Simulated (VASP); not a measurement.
# Pt (Pm-3m) in VASP: notebook

Pt is run at these levels: PBE; tasks: single point, relaxation of cell and atoms.

All numbers are computed with VASP 6.6.1; they aren't measurements. Logs are shortened: lines on timing, memory, paths and dates and some standing lists are left out, and cuts for length are marked.

## (1) The cell of the first run

It takes space group Pm-3m (No. 221, cubic). The conventional cell has a = 2.624 Å, b = 2.624 Å, c = 2.624 Å, α = 90.00°, β = 90.00°, γ = 90.00°. Pt (site symmetry m-3m) has 6 Pt at 2.62 Å within 3.5 Å.

## (2) Single point, PBE

The input, INCAR:

```
ALGO = Normal
EDIFF = 1E-6
ENCUT = 520
GGA = PE
ISIF = 2
ISMEAR = -1
LASPH = True
LCHARG = False
LREAL = False
LWAVE = False
NBANDS = 11
NELM = 100
PREC = Accurate
SIGMA = 0.05
```

The input, KPOINTS:

```
k-points
0
Gamma
  16 16 16
```

The input, POSCAR:

```
Pt
1.0
    2.6243521135      0.0000000000      0.0000000000
    0.0000000000      2.6243521135      0.0000000000
    0.0000000000      0.0000000000      2.6243521135
Pt
1
Direct
    0.0000000000      0.0000000000      0.0000000000
```

Potentials or basis: VASP PAW PBE potentials, release 64 (Pt).

Command:

```bash
$ cat potpaw_PBE.64/Pt/POTCAR > POTCAR
$ mpirun -np 1 vasp_std > vasp.out
```

OUTCAR:

```text
EDIFF = 1E-6
   ENCUT = 520
   GGA = PE
   ISIF = 2
   ISMEAR = -1
   LASPH = True
   LREAL = False
   NELM = 100
   PREC = Accurate

 ion  position               nearest neighbor table
   1  0.000  0.000  0.000-

  LATTYP: Found a simple cubic cell.
 ALAT       =     2.6243521135

  Lattice vectors:

 A1 = (   2.6243521135,   0.0000000000,   0.0000000000)
 A2 = (   0.0000000000,   2.6243521135,   0.0000000000)
 A3 = (   0.0000000000,   0.0000000000,   2.6243521135)

Analysis of symmetry for initial positions (statically):
=====================================================================
 Subroutine PRICEL returns:
 Original cell was already a primitive cell.

 Routine SETGRP: Setting up the symmetry group for a
 simple cubic supercell.

 Subroutine GETGRP returns: Found 48 space group operations
 (whereof 48 operations were pure point group operations)
 out of a pool of 48 trial point group operations.

The static configuration has the point symmetry O_h .

Analysis of symmetry for dynamics (positions and initial velocities):
=====================================================================
 Subroutine PRICEL returns:
 Original cell was already a primitive cell.

 Routine SETGRP: Setting up the symmetry group for a
 simple cubic supercell.

 Subroutine GETGRP returns: Found 48 space group operations
 (whereof 48 operations were pure point group operations)
 out of a pool of 48 trial point group operations.

The dynamic configuration has the point symmetry O_h .

 Subroutine INISYM returns: Found 48 space group operations
 (whereof 48 operations are pure point group operations),
 and found     1 'primitive' translations

----------------------------------------------------------------------------------------

                                     Primitive cell

  volume of cell :      18.0745

  direct lattice vectors                    reciprocal lattice vectors
     2.624352114  0.000000000  0.000000000     0.381046429  0.000000000  0.000000000
     0.000000000  2.624352114  0.000000000     0.000000000  0.381046429  0.000000000
     0.000000000  0.000000000  2.624352114     0.000000000  0.000000000  0.381046429

  length of vectors
     2.624352114  2.624352114  2.624352114     0.381046429  0.381046429  0.381046429

  position of ions in fractional coordinates (direct lattice)
     0.000000000  0.000000000  0.000000000

  ion indices of the primitive-cell ions
   primitive index   ion index
                 1           1

----------------------------------------------------------------------------------------

 KPOINTS: k-points

Automatic generation of k-mesh.
 Grid dimensions read from file:
 generate k-points for:   16   16   16

 Generating k-lattice:

  Cartesian coordinates                     Fractional coordinates (reciprocal lattice)
     0.023815402  0.000000000  0.000000000     0.062500000  0.000000000  0.000000000
     0.000000000  0.023815402  0.000000000     0.000000000  0.062500000  0.000000000
     0.000000000  0.000000000  0.023815402     0.000000000  0.000000000  0.062500000

  Length of vectors
     0.023815402  0.023815402  0.023815402

  Shift w.r.t. Gamma in fractional coordinates (k-lattice)
     0.000000000  0.000000000  0.000000000

 Subroutine IBZKPT returns following result:
 ===========================================

 Found    165 irreducible k-points:

 Following reciprocal coordinates:
            Coordinates               Weight
  0.000000  0.000000  0.000000      1.000000
  0.062500  0.000000  0.000000      6.000000
  0.125000  0.000000  0.000000      6.000000
  0.187500  0.000000  0.000000      6.000000
  0.250000  0.000000  0.000000      6.000000
  0.312500  0.000000  0.000000      6.000000
[... 16 lines left out ...]
  0.437500  0.125000  0.000000     24.000000
  0.500000  0.125000  0.000000     12.000000
 [... further k-points ...]
   k-points           NKPTS =    165   k-points in BZ     NKDIM =    165   number of bands    NBANDS=     11
   number of dos      NEDOS =    301   number of ions     NIONS =      1
   total plane-waves  NPLWV =   8000
   dimension x,y,z NGX =    20 NGY =   20 NGZ =   20
   dimension x,y,z NGXF=    40 NGYF=   40 NGZF=   40
   ions per type =               1
   NGX,Y,Z   is equivalent  to a cutoff of  12.67, 12.67, 12.67 a.u.
   NGXF,Y,Z  is equivalent  to a cutoff of  25.34, 25.34, 25.34 a.u.
 SYSTEM =  unknown system
   PREC   = accura    normal or accurate (medium, high low for compatibility)
   ISTART =      0    job   : 0-new  1-cont  2-samecut
   ICHARG =      2    charge: 1-file 2-atom 10-const
   ISPIN  =      1    spin polarized calculation?
   LNONCOLLINEAR =      F non collinear calculations
   LSORBIT =      F    spin-orbit coupling
   LASPH  =      T    aspherical Exc in radial PAW
   ENCUT  =  520.0 eV  38.22 Ry    6.18 a.u.   4.88  4.88  4.88*2*pi/ulx,y,z
   NELM   =    100;   NELMIN=  2; NELMDL= -5     # of ELM steps
   EDIFF  = 0.1E-05   stopping-criterion for ELM
   LREAL  =      F    real-space projection
   EDIFFG = 0.1E-04   stopping-criterion for IOM
   NSW    =      0    number of steps for IOM
   IBRION =     -1    ionic relax: 0-MD 1-quasi-New 2-CG
   NFREE  =      0    steps in history (QN), initial steepest desc. (CG)
   ISIF   =      2    stress and relaxation
   ISYM   =      2    0-nonsym 1-usesym 2-fastsym
   POTIM  = 0.5000    time-step for ionic-motion
   TEBEG  =    0.0;   TEEND  =   0.0 temperature during run
   PSTRESS=    0.0 pullay stress
   NELECT =      10.0000    total number of electrons
   NUPDOWN=      -1.0000    fix difference up-down
   EMIN   =  10.00;   EMAX   =-10.00  energy-range for DOS
   EFERMI =   0.00;   METHOD = LEGACY
   ISMEAR =    -1;   SIGMA  =   0.05  broadening in eV -4-tet -1-fermi 0-gaus
   EFERMI_NEDOS =   21; number of points for ismear=-14 and -15
   IALGO  =     38    algorithm
   IMIX   =      4    mixing-type and parameters
     AMIX     =   0.40;   BMIX     =  1.00
     AMIX_MAG =   1.60;   BMIX_MAG =  1.00
  volume/ion in A,a.u.               =      18.07       121.97
  Fermi-wavevector in a.u.,A,eV,Ry     =   1.343959  2.539714 24.575198  1.806226
  Thomas-Fermi vector in A             =   2.471991
   LORBIT       =      0    0 simple, 1 ext, 2 COOP (PROOUT), +10 PAW based schemes
   GGA     = PE    functional components
[... 5 lines left out ...]
 non-spin polarized calculation
  energy-cutoff  :      520.00
  volume of cell :       18.07
 maximum number of plane-waves:       500
 NGX is ok and might be reduce to    20
   NGX =  9   NGY =  9   NGZ =  9

 number of electron      10.0000002 magnetization

 Free energy of the ion-electron system (eV)
  ---------------------------------------------------
  ext. energy  EPLUGINS =         0.00000000
  ---------------------------------------------------
  free energy    TOTEN  =        -5.65018311 eV

  energy without entropy =       -5.63810241  energy(sigma->0) =       -5.64414276

 E-fermi :   8.2007     XC(G=0): -12.2709

 val. band max:        8.1893078117   @ k =   0.1250   0.1250   0.0000
 cond. band min:       8.2108113758   @ k =   0.3125   0.2500   0.2500
 fundamental gap:      0.0215035640
 Fermi energy:         8.2006542336

 k-point     1 :       0.0000    0.0000    0.0000
  band No.  band energies     occupation
      1      -0.1854      2.00000
      2       2.5660      2.00000
      3       2.5660      2.00000
      4       8.4706      0.00901
      5       8.4706      0.00901
      6       8.4706      0.00901
      7      23.3581      0.00000
      8      23.3581      0.00000
      9      23.3581      0.00000
     10      29.0483      0.00000
     11      31.7475      0.00000

 k-point     2 :       0.0625    0.0000    0.0000
  band No.  band energies     occupation
      1      -0.0747      2.00000
      2       2.5863      2.00000
      3       2.6634      2.00000
      4       8.3713      0.06374
      5       8.3713      0.06373
      6       8.4782      0.00773
      7      22.5646      0.00000
      8      23.5548      0.00000
      9      23.5548      0.00000
     10      29.5621      0.00000
     11      31.0538      0.00000

 k-point     3 :       0.1250    0.0000    0.0000
  band No.  band energies     occupation
      1       0.2360      2.00000
      2       2.6448      2.00000
      3       2.9641      2.00000
      4       8.0996      1.76598
      5       8.0996      1.76597
      6       8.5003      0.00498
      7      20.9068      0.00000
      8      24.1126      0.00000
      9      24.1126      0.00000
     10      29.7173      0.00000
     11      30.1179      0.00000

 k-point     4 :       0.1875    0.0000    0.0000
  band No.  band energies     occupation
      1       0.6861      2.00000
      2       2.7338      2.00000
      3       3.4895      2.00000
      4       7.7189      1.99987
      5       7.7189      1.99987
      6       8.5334      0.00257
      7      19.0727      0.00000
      8      24.9493      0.00000
      9      24.9493      0.00000
     10      28.3398      0.00000
     11      30.2393      0.00000

 k-point     5 :       0.2500    0.0000    0.0000
  band No.  band energies     occupation
      1       1.1899      2.00000
      2       2.8413      2.00000
      3       4.2549      2.00000
      4       7.3033      2.00000
      5       7.3033      2.00000
      6       8.5728      0.00117
      7      17.2891      0.00000
      8      25.9606      0.00000
      9      25.9606      0.00000
     10      27.1019      0.00000
     11      30.0340      0.00000
[... 211 lines left out ...]
 k-point    21 :       0.3125    0.1250    0.0000
  band No.  band energies     occupation
      1       2.0658      2.00000
      2       3.3049      2.00000
      3       5.0674      2.00000
      4       6.8155      2.00000
      5       6.9653      2.00000
      6       8.2737      0.37655
      7      16.1674      0.00000
      8      23.8365      0.00000
      9      26.7516      0.00000
     10      27.8889      0.00000
     11      31.1489      0.00000

 k-point    22 :       0.3750    0.1250    0.0000
  band No.  band energies     occupation
      1       2.4391      2.00000
      2       3.4334      2.00000
      3       5.3056      2.00000
      4       6.6622      2.00000
      5       7.4191      2.00000
      6       8.3127      0.19228
      7      14.5884      0.00000
      8      24.5248      0.00000
      9      26.2092      0.00000
     10      28.9724      0.00000
     11      29.5677      0.00000

 k-point    23 :       0.4375    0.1250    0.0000
  band No.  band energies     occupation
      1       2.6860      2.00000
      2       3.5388      2.00000
      3       5.2049      2.00000
      4       6.4681      2.00000
      5       8.3390      0.11819
      6       8.4326      0.01915
      7      13.2561      0.00000
      8      24.8598      0.00000
      9      26.2684      0.00000
     10      28.1386      0.00000
     11      29.8585      0.00000

 k-point    24 :       0.5000    0.1250    0.0000
  band No.  band energies     occupation
      1       2.7723      2.00000
      2       3.5833      2.00000
      3       5.1394      2.00000
      4       6.4014      2.00000
      5       8.3483      0.09915
      6       8.9924      0.00000
      7      12.6237      0.00000
      8      24.8828      0.00000
      9      26.8089      0.00000
     10      27.2059      0.00000
     11      30.2356      0.00000

 [... further k-points ...]
[... 5 lines left out ...]
  --------------------------------------------------------------------------------------
  -------------------------------------------------------------------------------------
  Total       -0.0539100     -0.0539100     -0.0539100      0.0000000      0.0000000     -0.0000000
  in kB       -4.7787463     -4.7787463     -4.7787463      0.0000000      0.0000000     -0.0000000
  external PRESSURE =      -4.7787463 kB  Pullay stress =       0.0000000 kB

 VOLUME and BASIS-vectors are now :
 -----------------------------------------------------------------------------
  energy-cutoff  :      520.00
  volume of cell :       18.07
      direct lattice vectors                 reciprocal lattice vectors
     2.624352114  0.000000000  0.000000000     0.381046429  0.000000000  0.000000000
     0.000000000  2.624352114  0.000000000     0.000000000  0.381046429  0.000000000
     0.000000000  0.000000000  2.624352114     0.000000000  0.000000000  0.381046429

 POSITION                                       TOTAL-FORCE (eV/Angst)
 -----------------------------------------------------------------------------------
      0.00000      0.00000      0.00000         0.000000      0.000000      0.000000
 -----------------------------------------------------------------------------------
    total drift:                               -0.000000      0.000000      0.000000

  FREE ENERGIE OF THE ION-ELECTRON SYSTEM (eV)
  ---------------------------------------------------
  free  energy   TOTEN  =        -5.6501831059 eV

  energy  without entropy=       -5.6381024143  energy(sigma->0) =       -5.64414276
```

Run time: 13 s. Hardware: 1 thread of Intel Xeon Platinum 8488C (Sapphire Rapids), shared host; peak memory 0.15 GiB.

Results:

* Free energy: -5.6502 eV
* Pressure: -0.5 GPa
* Band gap on the k mesh: zero (band 5 reaches 10.21 eV, above the bottom of band 6 at 7.13 eV)

Caveat: spin-orbit coupling is left out, which moves the levels of the heavy elements.

## (3) Single point, PBE

This run uses another cell than the first one, of 10.48 Å³/atom, 0.580 times its volume.

The input, INCAR:

```
SYSTEM = Pt
PREC = Accurate
ENCUT = 520
EDIFF = 1E-7
ISMEAR = -1
SIGMA = 0.05
LREAL = .FALSE.
LASPH = .TRUE.
NELM = 80
ALGO = Normal
ISIF = 2
LWAVE = .FALSE.
LCHARG = .FALSE.
GGA = PE
NBANDS = 11
```

The input, KPOINTS:

```
regular mesh
0
G
  24 24 24
  0 0 0
```

The input, POSCAR:

```
Pt
1.0
    2.1885918071      0.0000000000      0.0000000000
    0.0000000000      2.1885918071      0.0000000000
    0.0000000000      0.0000000000      2.1885918071
Pt
1
Direct
    0.0000000000      0.0000000000      0.0000000000
```

Potentials or basis: VASP PAW PBE potentials, release 64 (Pt).

Command:

```bash
$ cat potpaw_PBE.64/Pt/POTCAR > POTCAR
$ mpirun -np 1 vasp_std > vasp.out
```

It took 16 s on 1 thread of Intel Xeon Platinum 8488C (Sapphire Rapids), shared host; peak memory 0.16 GiB.

The run converged. Its results:

```
Free energy            : -0.0268 eV
Pressure               : 405.9 GPa
Band gap on the k mesh : zero (band 5 reaches 25.23 eV, above the bottom of band 6 at 17.44 eV)
```

Levels at points of the mesh, in eV from the Fermi level:
```csv
k point,band 1,band 2,band 3,band 4,band 5,band 6,band 7,band 8,band 9,band 10
"(0.00, 0.00, 0.00)",-14.63,-12.20,-12.20,1.03,1.03,1.03,17.82,17.82,17.82,27.19
"(0.50, 0.00, 0.00)",-10.88,-10.85,-4.44,-4.44,-3.34,1.62,9.30,14.80,22.14,25.90
"(0.50, 0.50, 0.00)",-13.41,-9.26,-3.37,-3.37,4.81,4.81,4.93,17.25,19.05,23.72
"(0.50, 0.50, 0.50)",-11.20,-11.20,-11.20,5.35,5.35,6.01,15.37,15.37,15.37,27.81
```

Caveat: spin-orbit coupling is left out, which moves the levels of the heavy elements.

## (4) Relaxation of cell and atoms, PBE

This run uses another cell than the first one, of 16.91 Å³/atom, 0.936 times its volume.

The input, INCAR:

```
  ALGO = Normal
  EDIFF = 1E-6
  EDIFFG = -0.005
  ENCUT = 600
  GGA = PE
  IBRION = 2
  ISIF = 3
  ISMEAR = -1
  LASPH = True
  LCHARG = False
  LREAL = False
  LWAVE = False
  NELM = 100
  NSW = 60
  PREC = Accurate
  SIGMA = 0.05
```

The input, KPOINTS:

```
k-points
0
Gamma
  16 16 16
```

The input, POSCAR:

```
Pt
1.0
    2.5669323014      0.0000000000      0.0000000000
    0.0000000000      2.5669323014      0.0000000000
    0.0000000000      0.0000000000      2.5669323014
Pt
1
Direct
    0.0000000000      0.0000000000      0.0000000000
```

Command:

```bash
$ cat potpaw_PBE.64/Pt/POTCAR > POTCAR
$ mpirun -np 1 vasp_std > vasp.out
```

Run time: 1.8 min. Hardware: 1 thread of Intel Xeon Platinum 8488C (Sapphire Rapids), shared host; peak memory 0.17 GiB.

It converged, with:

| Quantity | Value |
| --- | --- |
| Free energy | -5.6499 eV |
| Relaxed volume | 18.03 Å³/atom |
| Relaxed cell | a = 2.622 Å, b = 2.622 Å, c = 2.622 Å, α = 90.00°, β = 90.00°, γ = 90.00° |
| Space group after relaxing (to 0.05 Å) | Pm-3m (No. 221) |
| Energy gained by relaxing | 46.4 meV/atom |
| Ionic steps | 17 |
| Pressure after relaxing | 0.0 GPa |
| Band gap on the k mesh | zero (band 5 reaches 10.26 eV, above the bottom of band 6 at 7.16 eV) |

The path:
```
step  energy change (eV)  largest force (eV/Å)  pressure (GPa)  volume (Å³)
   1              0.0000                0.0000           14.28        16.91
   2              0.1432                0.0000          -18.19        20.88
   3             -0.0463                0.0000           -0.66        18.10
   4             -0.0464                0.0000           -0.10        18.04
   5             -0.0464                0.0000            0.14        18.02
   6             -0.0464                0.0000            0.15        18.02
   7             -0.0464                0.0000            0.15        18.02
   8             -0.0464                0.0000            0.13        18.02
   9             -0.0464                0.0000            0.13        18.02
  10             -0.0464                0.0000            0.13        18.02
  11             -0.0464                0.0000            0.13        18.02
  12             -0.0464                0.0000            0.13        18.02
  13             -0.0464                0.0000            0.13        18.02
  14             -0.0464                0.0000            0.13        18.02
  15             -0.0464                0.0000            0.13        18.02
  16             -0.0464                0.0000            0.08        18.02
  17             -0.0464                0.0000            0.03        18.03
```

Final structure:
```
Pt
1.0
     2.62218    0.00000    0.00000
     0.00000    2.62218    0.00000
     0.00000    0.00000    2.62218
Pt
1
Cartesian
  0.0000 0.0000 0.0000
```

Levels at points of the mesh, in eV from the Fermi level:
```csv
k point,band 2,band 3,band 4,band 5,band 6,band 7,band 8,band 9
"(0.00, 0.00, 0.00)",-5.66,-5.66,0.27,0.27,0.27,15.17,15.17,15.17
"(0.50, 0.00, 0.00)",-5.08,-1.86,-1.86,-0.49,0.48,4.41,16.49,19.49
"(0.50, 0.50, 0.00)",-4.63,-1.47,-1.47,1.88,4.47,4.47,9.46,13.37
"(0.50, 0.50, 0.50)",-4.81,-4.81,2.02,2.02,9.98,9.98,9.98,9.98
```

Caveat: spin-orbit coupling is left out, which moves the levels of the heavy elements.

## (5) Summary

```tsv
task	cell	k mesh	cutoff (eV)	gap on the mesh (eV)	pressure (GPa)
single point	a = 2.624 Å, 1 atom	16 × 16 × 16	520	none	-0.5
single point	a = 2.189 Å, 1 atom	24 × 24 × 24	520	none	405.9
relaxation of cell and atoms	relaxed from a = 2.567 Å, 1 atom	16 × 16 × 16	600	none	0.0
```

Alike in all rows: level PBE; potentials or basis VASP PAW PBE potentials, release 64 (Pt); no spin polarisation; smearing fermi-dirac 0.05 eV.

Caveats: spin-orbit coupling is left out, which moves the levels of the heavy elements.

Absolute energies hang on the potentials; compare differences alone.
